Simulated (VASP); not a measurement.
NaH: single point with PBEsol

The system is NaH.

```
Na H
1.0
    -0.03613    2.42715    2.40481
     2.43097   -0.04042    2.40910
     2.40515    2.40561   -0.01460
Na H
1 1
Direct
  0.03107 0.97562 0.00268
  0.49212 0.51441 0.52596
```

| Item | Value |
| --- | --- |
| Program | VASP 6.6.1 |
| Task | single point |
| Functional | PBEsol |
| Potentials or basis | VASP PAW PBE potentials, release 64 (Na_pv, H) |
| Cutoff | 520 eV |
| k mesh | 6 × 6 × 6 |
| Occupations | fermi-dirac, width 0.05 eV |
| Spin | no spin polarisation |
| Dipole correction | no |
| Further INCAR settings | ALGO = Normal; EDIFF = 1e-06; NBANDS = 11 |

```yaml
Pressure: -0.7 GPa
Largest_force: 0.134 eV/Å
Band_gap_on_the_k_mesh: 3.48 eV (least direct gap 4.40 eV)
```

Forces in eV/Å, atoms in the order of the input:
```
Na   0.131 -0.031 -0.001
H   -0.131  0.031  0.001
```

Stress tensor (GPa, compression positive):
```
-0.37  0.57  0.08
 0.57 -1.03  0.16
 0.08  0.16 -0.83
```

Levels at points of the mesh, in eV from the valence-band top:
```tsv
k point	band 1	band 2	band 3	band 4	band 5	band 6	band 7	band 8	band 9
(0.00, 0.00, 0.00)	-22.00	-21.99	-21.99	-3.65	10.25	14.95	15.22	15.59	16.11
(0.50, 0.00, 0.00)	-22.08	-22.01	-22.00	-0.91	3.50	10.62	13.19	13.39	16.12
(0.00, 0.50, 0.00)	-22.08	-22.01	-22.00	-0.92	3.48	10.64	13.27	13.38	16.16
(0.50, 0.50, 0.00)	-22.07	-22.03	-22.03	-0.12	4.48	9.61	9.98	10.66	11.75
(0.00, 0.00, 0.50)	-22.09	-22.01	-22.00	-0.83	3.61	10.46	12.97	13.33	15.77
(0.50, 0.00, 0.50)	-22.08	-22.02	-22.02	-0.16	4.38	9.73	10.31	10.54	11.76
(0.00, 0.50, 0.50)	-22.08	-22.02	-22.02	-0.17	4.40	9.77	10.37	10.57	11.56
(0.50, 0.50, 0.50)	-22.09	-22.01	-22.00	-0.78	3.68	10.38	12.91	13.17	15.68
```

It took 65 s on 1 thread of AMD EPYC 7R13, on a shared host, peak memory 0.14 GiB.

Caveat: the PAW data sets were made with another functional, which shifts forces and pressure a little. Expect the measured gap to be larger: semilocal functionals such as PBEsol lack the derivative discontinuity.
